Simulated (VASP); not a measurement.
Set up this calculation in VASP 6.6.1, as the native input.

| Quantity | Value |
| --- | --- |
| Task | single point |
| Functional | PBE |
| Potentials or basis | VASP PAW PBE potentials, release 64 (Hf_pv, O) |
| Cutoff | 520 eV |
| k mesh | 8 × 8 × 8 |
| Occupations | gaussian, width 0.01 eV |
| Spin | no spin polarisation |
| Dipole correction | no |
| Further INCAR settings | ALGO = Normal; EDIFF = 1e-06; NBANDS = 31 |

The structure of HfO2 lies in POSCAR:

```
HfO2
1.0
   -2.0093279507      2.0093279507      5.3234666873
    2.0093279507     -2.0093279507      5.3234666873
    2.0093279507      2.0093279507     -5.3234666873
Hf O
2 4
Direct
    0.0000000000      0.0000000000      0.0000000000
    0.7500000000      0.2500000000      0.5000000000
    0.7983060088      0.7983060088      0.0000000000
    0.9516939912      0.4516939912      0.5000000000
    0.5483060088      0.0483060088      0.5000000000
    0.2016939912      0.2016939912      0.0000000000
```

One way to write it, as run:

INCAR

```
SYSTEM = HfO2
PREC = Accurate
ENCUT = 520
EDIFF = 1E-6
ISMEAR = 0
SIGMA = 0.01
LREAL = .FALSE.
LASPH = .TRUE.
NELM = 100
ALGO = Normal
ISIF = 2
LWAVE = .FALSE.
LCHARG = .TRUE.
GGA = PE
LELF = .TRUE.
LVHAR = .TRUE.
NBANDS = 31
```

KPOINTS

```
regular mesh
0
G
  8 8 8
  0 0 0
```

Potentials or basis: VASP PAW PBE potentials, release 64 (Hf_pv, O).

Run with:

```sh
$ cat potpaw_PBE.64/Hf_pv/POTCAR potpaw_PBE.64/O/POTCAR > POTCAR
$ mpirun -np 1 vasp_std > vasp.out
```

It gave:

```yaml
Pressure: -2.4 GPa
Largest_force: 0.049 eV/Å
Band_gap_on_the_k_mesh: 4.42 eV (least direct gap 4.65 eV)
```

Caveat: spin-orbit coupling is left out, which moves the levels of the heavy elements.

It took 3.7 min on 1 thread of Intel(R) Xeon(R) Platinum 8259CL CPU @ 2.50GHz (Skylake/Cascade Lake), on a shared host, peak memory 0.39 GiB.
